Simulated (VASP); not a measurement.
# Ni (Fm-3m) in VASP: notebook, part 2 of 2

VASP 6.6.1. The steps go on from the part before.

**5. Single point, PBEsol, collinear spin, ferromagnetic start (volume scaled by 0.98)**

The input, INCAR:

```
SYSTEM = Ni
PREC     = Accurate       ! precision mode
ENCUT    = 520            ! plane-wave cutoff, eV
EDIFF    = 1E-6           ! SCF threshold, eV
ISMEAR   = -1             ! smearing method
SIGMA    = 0.05           ! smearing width, eV
LREAL    = .False.        ! projectors in reciprocal space
LASPH    = .True.         ! aspherical terms in the spheres
NELM     = 150            ! most SCF steps
ALGO     = Normal         ! electronic algorithm
ISIF     = 2              ! what is computed and relaxed
LWAVE    = .False.        ! write WAVECAR
LCHARG   = .True.         ! write CHGCAR
ISPIN    = 2              ! spin polarisation
MAGMOM   = 1              ! initial moments
LORBIT   = 11             ! projections on sites
LMAXMIX  = 4              ! l up to which the mixer works
GGA      = PS             ! functional
LELF     = .True.         ! ELF
LVHAR    = .True.       
NBANDS   = 15             ! bands
```

The input, KPOINTS:

```
regular mesh
0
Gamma
  13 13 13
  0 0 0
```

The input, POSCAR:

```
Ni
1.0
    0.0000000000      1.7259110183      1.7259110183
    1.7259110183      0.0000000000      1.7259110183
    1.7259110183      1.7259110183      0.0000000000
Ni
1
Direct
    0.0000000000      0.0000000000      0.0000000000
```

Potentials or basis: VASP PAW PBE potentials, release 64 (Ni).

On the command line:

```bash
> cat potpaw_PBE.64/Ni/POTCAR > POTCAR
> mpirun -np 1 vasp_std > vasp.out
```

OUTCAR:

```text
SYSTEM = Ni
   PREC = Accurate
   ENCUT = 520
   EDIFF = 1E-6
   ISMEAR = -1
   LREAL = .False.
   LASPH = .True.
   NELM = 150
   ISIF = 2
   ISPIN = 2
   LORBIT = 11
   GGA = PS

 ion  position               nearest neighbor table
   1  0.000  0.000  0.000-

  LATTYP: Found a face centered cubic cell.
 ALAT       =     3.4518220366

  Lattice vectors:

 A1 = (   0.0000000000,   1.7259110183,   1.7259110183)
 A2 = (   1.7259110183,   0.0000000000,   1.7259110183)
 A3 = (   1.7259110183,   1.7259110183,   0.0000000000)

Analysis of symmetry for initial positions (statically):
=====================================================================
 Subroutine PRICEL returns:
 Original cell was already a primitive cell.

 Routine SETGRP: Setting up the symmetry group for a
 face centered cubic supercell.

 Subroutine GETGRP returns: Found 48 space group operations
 (whereof 48 operations were pure point group operations)
 out of a pool of 48 trial point group operations.

The static configuration has the point symmetry O_h .

Analysis of symmetry for dynamics (positions and initial velocities):
=====================================================================
 Subroutine PRICEL returns:
 Original cell was already a primitive cell.

 Routine SETGRP: Setting up the symmetry group for a
 face centered cubic supercell.

 Subroutine GETGRP returns: Found 48 space group operations
 (whereof 48 operations were pure point group operations)
 out of a pool of 48 trial point group operations.

The dynamic configuration has the point symmetry O_h .

Analysis of structural, dynamic, and magnetic symmetry:
=====================================================================
 Subroutine PRICEL returns:
 Original cell was already a primitive cell.

 Routine SETGRP: Setting up the symmetry group for a
 face centered cubic supercell.

 Subroutine GETGRP returns: Found 48 space group operations
 (whereof 48 operations were pure point group operations)
 out of a pool of 48 trial point group operations.

The overall configuration has the point symmetry O_h .

[... 154 lines left out ...]

 k-point     1 :       0.0000    0.0000    0.0000
  band No.  band energies     occupation
      1       0.5452      1.00000
      2       7.4361      1.00000
      3       7.4361      1.00000
      4       7.4361      1.00000
      5       8.7029      1.00000
      6       8.7029      1.00000
      7      34.1804      0.00000
      8      38.4674      0.00000
      9      38.4674      0.00000
     10      38.4674      0.00000
     11      41.5860      0.00000
     12      41.5860      0.00000
     13      41.5860      0.00000
     14      44.4711      0.00000
[... 403 lines left out ...]
      4       7.8689      1.00000
      5       9.4612      0.99998
      6      10.8962      0.00000
      7      18.2862      0.00000
      8      29.3896      0.00000
      9      31.2145      0.00000
     10      33.4018      0.00000
     11      43.5806      0.00000
     12      43.8952      0.00000
     13      47.0973      0.00000
     14      50.3615      0.00000
     15      56.1520      0.00000

 [... further k-points ...]

 spin component 2

 k-point     1 :       0.0000    0.0000    0.0000
  band No.  band energies     occupation
      1       0.5436      1.00000
      2       8.1520      1.00000
      3       8.1520      1.00000
      4       8.1520      1.00000
      5       9.3099      1.00000
      6       9.3099      1.00000
      7      34.0849      0.00000
      8      38.4704      0.00000
      9      38.4704      0.00000
     10      38.4704      0.00000
     11      41.7175      0.00000
     12      41.7175      0.00000
     13      41.7175      0.00000
     14      44.3878      0.00000
[... 403 lines left out ...]
      4       8.5020      1.00000
      5      10.1987      0.02251
      6      11.3675      0.00000
      7      18.5673      0.00000
      8      29.4529      0.00000
      9      31.3124      0.00000
     10      33.4805      0.00000
     11      43.5952      0.00000
     12      43.9507      0.00000
     13      47.1752      0.00000
     14      50.6273      0.00000
     15      57.4997      0.00000

 [... further k-points ...]
[... 5 lines left out ...]
  --------------------------------------------------------------------------------------
  -------------------------------------------------------------------------------------
  Total        0.1398762      0.1398762      0.1398762      0.0000000      0.0000000     -0.0000000
  in kB       21.7956133     21.7956133     21.7956133      0.0000000      0.0000000     -0.0000000
  external PRESSURE =      21.7956133 kB  Pullay stress =       0.0000000 kB

 VOLUME and BASIS-vectors are now :
 -----------------------------------------------------------------------------
  energy-cutoff  :      520.00
  volume of cell :       10.28
      direct lattice vectors                 reciprocal lattice vectors
     0.000000000  1.725911018  1.725911018    -0.289702073  0.289702073  0.289702073
     1.725911018  0.000000000  1.725911018     0.289702073 -0.289702073  0.289702073
     1.725911018  1.725911018  0.000000000     0.289702073  0.289702073 -0.289702073

 POSITION                                       TOTAL-FORCE (eV/Angst)
 -----------------------------------------------------------------------------------
      0.00000      0.00000      0.00000         0.000000      0.000000      0.000000
 -----------------------------------------------------------------------------------
    total drift:                               -0.000000     -0.000000      0.000000

  FREE ENERGIE OF THE ION-ELECTRON SYSTEM (eV)
  ---------------------------------------------------
  free  energy   TOTEN  =        -6.1443166727 eV

  energy  without entropy=       -6.1316403351  energy(sigma->0) =       -6.13797850

 total charge

# of ion       s       p       d       tot
------------------------------------------
    1        0.526   0.556   8.339   9.420

 magnetization (x)

# of ion       s       p       d       tot
------------------------------------------
    1       -0.005  -0.023   0.655   0.627
```

Wall time 12 s (1 thread of Intel Xeon 6975P-C (Granite Rapids), shared host); peak memory 0.13 GiB.

What came out:

- Free energy: -6.1443 eV
- Pressure: 2.2 GPa
- Net moment: 0.62 μB per cell
- Site moments: Ni +0.63 μB
- Valence electrons inside the program's atomic spheres: Ni 9.42

Caveat: the PAW data sets were made with another functional, which shifts forces and pressure a little.

**6. Overview**

| task | level | cell | cutoff (eV) | gap on the mesh (eV) | pressure (GPa) | moment (μB) |
| --- | --- | --- | --- | --- | --- | --- |
| relaxation of cell and atoms | revPBE | relaxed from a = 2.457 Å, angles 60.0°, 1 atom | 600 | none | 0.0 | 0.63 |
| single point | PBEsol | a = 2.407 Å, angles 60.0°, 1 atom | 520 | none | 13.2 | 0.62 |
| single point | PBEsol | a = 2.424 Å, angles 60.0°, 1 atom | 520 | none | 7.4 | 0.62 |
| single point | PBEsol | a = 2.441 Å, angles 60.0°, 1 atom | 520 | none | 2.2 | 0.62 |

Alike in all rows: potentials or basis VASP PAW PBE potentials, release 64 (Ni); spin collinear, ferromagnetic start; k mesh 13 × 13 × 13; smearing fermi-dirac 0.05 eV.

Caveats: the PAW data sets were made with another functional, which shifts forces and pressure a little.

Total energies depend on the potentials used, so only differences within one code and one set of settings carry meaning.
